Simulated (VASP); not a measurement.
The system is GaP.

```
Ga P
1.0
     0.00000    2.72581    2.72581
     2.72581    0.00000    2.72581
     2.72581    2.72581    0.00000
Ga P
1 1
Direct
  0.00000 0.00000 0.00000
  0.75000 0.75000 0.75000
```

Base run:

| Item | Value |
| --- | --- |
| Program | VASP 6.6.1 |
| Functional | PBE |
| Potentials or basis | VASP PAW PBE potentials, release 64 (Ga_d, P) |
| Cutoff | 500 eV |
| k mesh | 9 × 9 × 9 |
| Occupations | fermi-dirac, width 0.01 eV |
| Spin | no spin polarisation |

Its results: band gap on the k mesh 1.60 eV (least direct gap 1.82 eV); pressure 2.4 GPa.

Q: The run is repeated on the same cell with these changes: functional from PBE to r2SCAN; cutoff from 500 eV to 550 eV. What comes out?

A: Band gap on the k mesh 1.86 eV (least direct gap 2.34 eV); pressure -0.1 GPa.

Caveats: an odd mesh through Γ misses points on the zone boundary, where band edges can lie; the PAW data sets were made with another functional, which shifts forces and pressure a little (at least some runs).
